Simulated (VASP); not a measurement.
# In (I4/mmm) in VASP: relaxation of shape and atoms at fixed volume with PBE

Aim: the relaxation of shape and atoms at fixed volume of In with PBE.

Program: VASP 6.6.1. These are calculated values, not measurements. Logs are shortened: lines on timing, memory, paths and dates and some standing lists are left out, and cuts for length are marked.

### Step 1. The cell of the first run

The structure is tetragonal, space group I4/mmm (No. 139). Conventional cell: a = 3.321 Å, b = 3.321 Å, c = 4.687 Å, α = 90.00°, β = 90.00°, γ = 90.00°. Within 4.4 Å of In (site symmetry 4/mmm) lie 12 In at 3.32 Å.

### Step 2. Relaxation of shape and atoms at fixed volume, PBE (25.85 Å³/atom)

Input file INCAR:

```
SYSTEM = In
PREC = Accurate
ENCUT = 600
EDIFF = 1E-7
ISMEAR = 0
SIGMA = 0.1
LREAL = .False.
LASPH = .True.
NELM = 60
ALGO = Fast
ISIF = 4
LWAVE = .False.
LCHARG = .False.
GGA = PE
IBRION = 2
NSW = 50
EDIFFG = -0.01
```

Input file KPOINTS:

```
Automatic mesh
0
Gamma
  18 18 18
  0 0 0
```

Input file POSCAR:

```
In
1.0
   -1.6604937048      1.6604937048      2.3434152520
    1.6604937048     -1.6604937048      2.3434152520
    1.6604937048      1.6604937048     -2.3434152520
In
1
Direct
    0.0000000000      0.0000000000      0.0000000000
```

Potentials or basis: VASP PAW PBE potentials, release 64 (In_d).

The run is started by

```bash
cat potpaw_PBE.64/In_d/POTCAR > POTCAR
mpirun -np 1 vasp_std > vasp.out
```

OUTCAR:

```text
SYSTEM = In
   PREC = Accurate
   ENCUT = 600
   EDIFF = 1E-7
   ISMEAR = 0
   LREAL = .False.
   LASPH = .True.
   NELM = 60
   ISIF = 4
   GGA = PE
   IBRION = 2
   NSW = 50
   EDIFFG = -0.01

 ion  position               nearest neighbor table
   1  0.000  0.000  0.000-

  LATTYP: Found a body centered tetragonal cell.
 ALAT       =     3.3209874096
 C/A-ratio  =     1.4112762037

  Lattice vectors:

 A1 = (  -1.6604937048,   1.6604937048,   2.3434152520)
 A2 = (   1.6604937048,  -1.6604937048,   2.3434152520)
 A3 = (   1.6604937048,   1.6604937048,  -2.3434152520)

Analysis of symmetry for initial positions (statically):
=====================================================================
 Subroutine PRICEL returns:
 Original cell was already a primitive cell.

 Routine SETGRP: Setting up the symmetry group for a
 body centered tetragonal supercell.

 Subroutine GETGRP returns: Found 16 space group operations
 (whereof 16 operations were pure point group operations)
 out of a pool of 16 trial point group operations.

The static configuration has the point symmetry D_4h.

Analysis of symmetry for dynamics (positions and initial velocities):
=====================================================================
 Subroutine PRICEL returns:
 Original cell was already a primitive cell.

 Routine SETGRP: Setting up the symmetry group for a
 body centered tetragonal supercell.

 Subroutine GETGRP returns: Found 16 space group operations
 (whereof 16 operations were pure point group operations)
 out of a pool of 16 trial point group operations.

The dynamic configuration has the point symmetry D_4h.

 Subroutine INISYM returns: Found 16 space group operations
 (whereof 16 operations are pure point group operations),
 and found     1 'primitive' translations

----------------------------------------------------------------------------------------

                                     Primitive cell

  volume of cell :      25.8454

  direct lattice vectors                    reciprocal lattice vectors
    -1.660493705  1.660493705  2.343415252     0.000000000  0.301115264  0.213363807
     1.660493705 -1.660493705  2.343415252     0.301115264  0.000000000  0.213363807
     1.660493705  1.660493705 -2.343415252     0.301115264  0.301115264  0.000000000

  length of vectors
     3.317540313  3.317540313  3.317540313     0.369045412  0.369045412  0.425841290

  position of ions in fractional coordinates (direct lattice)
     0.000000000  0.000000000  0.000000000

  ion indices of the primitive-cell ions
   primitive index   ion index
                 1           1

----------------------------------------------------------------------------------------

 KPOINTS: Automatic mesh

Automatic generation of k-mesh.
 Grid dimensions read from file:
 generate k-points for:   18   18   18

 Generating k-lattice:

  Cartesian coordinates                     Fractional coordinates (reciprocal lattice)
     0.000000000  0.016728626  0.011853545     0.055555556  0.000000000  0.000000000
     0.016728626  0.000000000  0.011853545     0.000000000  0.055555556  0.000000000
     0.016728626  0.016728626  0.000000000     0.000000000  0.000000000  0.055555556

  Length of vectors
     0.020502523  0.020502523  0.023657849

  Shift w.r.t. Gamma in fractional coordinates (k-lattice)
     0.000000000  0.000000000  0.000000000

 Subroutine IBZKPT returns following result:
 ===========================================

 Found    480 irreducible k-points:

 Following reciprocal coordinates:
            Coordinates               Weight
  0.000000  0.000000  0.000000      1.000000
  0.055556  0.000000  0.000000      8.000000
  0.111111  0.000000  0.000000      8.000000
  0.166667 -0.000000  0.000000      8.000000
  0.222222 -0.000000  0.000000      8.000000
  0.277778  0.000000 -0.000000      8.000000
[... 16 lines left out ...]
 -0.277778  0.055556  0.000000     16.000000
 -0.222222  0.055556  0.000000     16.000000
 [... further k-points ...]
   k-points           NKPTS =    480   k-points in BZ     NKDIM =    480   number of bands    NBANDS=     10
   number of dos      NEDOS =    301   number of ions     NIONS =      1
   total plane-waves  NPLWV =  21952
   dimension x,y,z NGX =    28 NGY =   28 NGZ =   28
   dimension x,y,z NGXF=    56 NGYF=   56 NGZF=   56
   ions per type =               1
   NGX,Y,Z   is equivalent  to a cutoff of  14.03, 14.03, 14.03 a.u.
   NGXF,Y,Z  is equivalent  to a cutoff of  28.06, 28.06, 28.06 a.u.
 SYSTEM =  In
   PREC   = accura    normal or accurate (medium, high low for compatibility)
   ISTART =      0    job   : 0-new  1-cont  2-samecut
   ICHARG =      2    charge: 1-file 2-atom 10-const
   ISPIN  =      1    spin polarized calculation?
   LNONCOLLINEAR =      F non collinear calculations
   LSORBIT =      F    spin-orbit coupling
   LASPH  =      T    aspherical Exc in radial PAW
   ENCUT  =  600.0 eV  44.10 Ry    6.64 a.u.   6.63  6.63  6.63*2*pi/ulx,y,z
   NELM   =     60;   NELMIN=  2; NELMDL= -5     # of ELM steps
   EDIFF  = 0.1E-06   stopping-criterion for ELM
   LREAL  =      F    real-space projection
   EDIFFG = -.1E-01   stopping-criterion for IOM
   NSW    =     50    number of steps for IOM
   IBRION =      2    ionic relax: 0-MD 1-quasi-New 2-CG
   NFREE  =      1    steps in history (QN), initial steepest desc. (CG)
   ISIF   =      4    stress and relaxation
   ISYM   =      2    0-nonsym 1-usesym 2-fastsym
   POTIM  = 0.5000    time-step for ionic-motion
   TEBEG  =    0.0;   TEEND  =   0.0 temperature during run
   PSTRESS=    0.0 pullay stress
   NELECT =      13.0000    total number of electrons
   NUPDOWN=      -1.0000    fix difference up-down
   EMIN   =  10.00;   EMAX   =-10.00  energy-range for DOS
   EFERMI =   0.00;   METHOD = LEGACY
   ISMEAR =     0;   SIGMA  =   0.10  broadening in eV -4-tet -1-fermi 0-gaus
   EFERMI_NEDOS =   21; number of points for ismear=-14 and -15
   IALGO  =     68    algorithm
   IMIX   =      4    mixing-type and parameters
     AMIX     =   0.40;   BMIX     =  1.00
     AMIX_MAG =   1.60;   BMIX_MAG =  1.00
  volume/ion in A,a.u.               =      25.85       174.41
  Fermi-wavevector in a.u.,A,eV,Ry     =   1.301951  2.460331 23.062922  1.695077
  Thomas-Fermi vector in A             =   2.433051
   LORBIT       =      0    0 simple, 1 ext, 2 COOP (PROOUT), +10 PAW based schemes
   GGA     = PE    functional components
   LHFCALC =     F    Hartree Fock is set to
   AEXX    =    0.0000 exact exchange contribution
   IVDW    =     0    specifies the selected vdW correction
   LEPSILON=     F    determine dielectric tensor
   LRPA    =     F    only Hartree local field effects (RPA)
 conjugate gradient relaxation of ions
 non-spin polarized calculation
 RMM-DIIS sequential band-by-band and
 Gauss-broadening in eV      SIGMA  =   0.10
  energy-cutoff  :      600.00
  volume of cell :       25.85
 maximum number of plane-waves:       889
   NGX = 13   NGY = 13   NGZ = 13

 number of electron      13.0000003 magnetization

 Free energy of the ion-electron system (eV)
  ---------------------------------------------------
  ext. energy  EPLUGINS =         0.00000000
  ---------------------------------------------------
  free energy    TOTEN  =        -2.54958322 eV

  energy without entropy =       -2.54734641  energy(sigma->0) =       -2.54846482

 E-fermi :   7.6796     XC(G=0): -10.3111

 val. band max:        7.6777070902   @ k =  -0.4444   0.4444   0.2778
 cond. band min:       7.6827290638   @ k =  -0.3333  -0.4444   0.2222
 fundamental gap:      0.0050219736
 Fermi energy:         7.6795876554

 k-point     1 :       0.0000    0.0000    0.0000
  band No.  band energies     occupation
      1      -6.9855      2.00000
      2      -6.9855      2.00000
      3      -6.9828      2.00000
      4      -6.8091      2.00000
      5      -6.8060      2.00000
      6      -1.9661      2.00000
      7      18.3448      0.00000
      8      18.3502      0.00000
      9      18.3503      0.00000
     10      19.2053      0.00000

 k-point     2 :       0.0556    0.0000    0.0000
  band No.  band energies     occupation
      1      -6.9857      2.00000
      2      -6.9799      2.00000
      3      -6.9779      2.00000
      4      -6.8098      2.00000
      5      -6.8068      2.00000
      6      -1.8980      2.00000
      7      17.4026      0.00000
      8      18.2183      0.00000
      9      18.2194      0.00000
     10      19.0739      0.00000

 k-point     3 :       0.1111    0.0000    0.0000
  band No.  band energies     occupation
      1      -6.9888      2.00000
      2      -6.9653      2.00000
      3      -6.9635      2.00000
      4      -6.8101      2.00000
      5      -6.8074      2.00000
      6      -1.6926      2.00000
      7      15.5751      0.00000
      8      17.9029      0.00000
      9      17.9072      0.00000
     10      19.0097      0.00000

 k-point     4 :       0.1667   -0.0000    0.0000
  band No.  band energies     occupation
      1      -6.9950      2.00000
      2      -6.9494      2.00000
      3      -6.9475      2.00000
      4      -6.8040      2.00000
      5      -6.8019      2.00000
      6      -1.3473      2.00000
      7      13.6383      0.00000
      8      17.5206      0.00000
      9      17.5314      0.00000
     10      18.9550      0.00000

 k-point     5 :       0.2222   -0.0000    0.0000
  band No.  band energies     occupation
      1      -7.0048      2.00000
      2      -6.9420      2.00000
      3      -6.9398      2.00000
      4      -6.7840      2.00000
      5      -6.7827      2.00000
      6      -0.8594      2.00000
      7      11.7424      0.00000
      8      17.1440      0.00000
      9      17.1616      0.00000
     10      18.8875      0.00000

 k-point     6 :       0.2778    0.0000   -0.0000
  band No.  band energies     occupation
      1      -7.0176      2.00000
      2      -6.9459      2.00000
      3      -6.9434      2.00000
      4      -6.7504      2.00000
      5      -6.7499      2.00000
      6      -0.2271      2.00000
      7       9.9311      0.00000
      8      16.8072      0.00000
      9      16.8316      0.00000
     10      18.8039      0.00000
[... 183 lines left out ...]
 k-point    21 :      -0.3889    0.0556    0.0000
  band No.  band energies     occupation
      1      -7.0369      2.00000
      2      -6.9649      2.00000
      3      -6.9498      2.00000
      4      -6.7121      2.00000
      5      -6.6736      2.00000
      6       1.2043      2.00000
      7       7.2143      2.00000
      8      15.7439      0.00000
      9      16.2199      0.00000
     10      18.1907      0.00000

 k-point    22 :      -0.3333    0.0556    0.0000
  band No.  band energies     occupation
      1      -7.0265      2.00000
      2      -6.9527      2.00000
      3      -6.9390      2.00000
      4      -6.7508      2.00000
      5      -6.7051      2.00000
      6       0.3354      2.00000
      7       8.8385      0.00000
      8      15.8504      0.00000
      9      16.5986      0.00000
     10      18.4890      0.00000

 k-point    23 :      -0.2778    0.0556    0.0000
  band No.  band energies     occupation
      1      -7.0160      2.00000
      2      -6.9414      2.00000
      3      -6.9307      2.00000
      4      -6.7888      2.00000
      5      -6.7405      2.00000
      6      -0.3927      2.00000
      7      10.5783      0.00000
      8      16.0656      0.00000
      9      16.9659      0.00000
     10      18.9097      0.00000

 k-point    24 :      -0.2222    0.0556    0.0000
  band No.  band energies     occupation
      1      -7.0075      2.00000
      2      -6.9376      2.00000
      3      -6.9304      2.00000
      4      -6.8162      2.00000
      5      -6.7710      2.00000
      6      -0.9770      2.00000
      7      12.4171      0.00000
      8      16.3808      0.00000
      9      17.3133      0.00000
     10      19.2720      0.00000

 [... further k-points ...]

------------------------ aborting loop because EDIFF is reached ----------------------------------------

  FORCE on cell =-STRESS in cart. coord.  units (eV):
  Direction    XX          YY          ZZ          XY          YZ          ZX
  --------------------------------------------------------------------------------------
  -------------------------------------------------------------------------------------
  Total        0.4156906      0.4156906      0.4197709      0.0000000     -0.0000000      0.0000000
  in kB       25.7689723     25.7689723     26.0219119      0.0000000     -0.0000000      0.0000000
  external PRESSURE =      25.8532855 kB  Pullay stress =       0.0000000 kB

 VOLUME and BASIS-vectors are now :
 -----------------------------------------------------------------------------
  energy-cutoff  :      600.00
  volume of cell :       25.85
      direct lattice vectors                 reciprocal lattice vectors
    -1.660493705  1.660493705  2.343415252     0.000000000  0.301115264  0.213363807
     1.660493705 -1.660493705  2.343415252     0.301115264  0.000000000  0.213363807
     1.660493705  1.660493705 -2.343415252     0.301115264  0.301115264  0.000000000

 POSITION                                       TOTAL-FORCE (eV/Angst)
 -----------------------------------------------------------------------------------
      0.00000      0.00000      0.00000         0.000000      0.000000      0.000000
 -----------------------------------------------------------------------------------
    total drift:                               -0.000000     -0.000000     -0.000000

  FREE ENERGIE OF THE ION-ELECTRON SYSTEM (eV)
  ---------------------------------------------------
  free  energy   TOTEN  =        -2.5495832223 eV

  energy  without entropy=       -2.5473464131  energy(sigma->0) =       -2.54846482

 reached required accuracy - stopping structural energy minimisation
```

It took 87 s on 1 thread of Intel Xeon Platinum 8559C (Emerald Rapids), shared host; peak memory 0.28 GiB.

Results:

```yaml
Free_energy: -2.5496 eV
Pressure_after_relaxing: 2.6 GPa
Band_gap_on_the_k_mesh: zero (an odd number of electrons rules out a gap without spin polarisation)
```

Final structure:
```
In
1.0
    -1.66049    1.66049    2.34342
     1.66049   -1.66049    2.34342
     1.66049    1.66049   -2.34342
In
1
Direct
  0.00000 0.00000 0.00000
```

Caveat: spin-orbit coupling is left out, which moves the levels of the heavy elements.
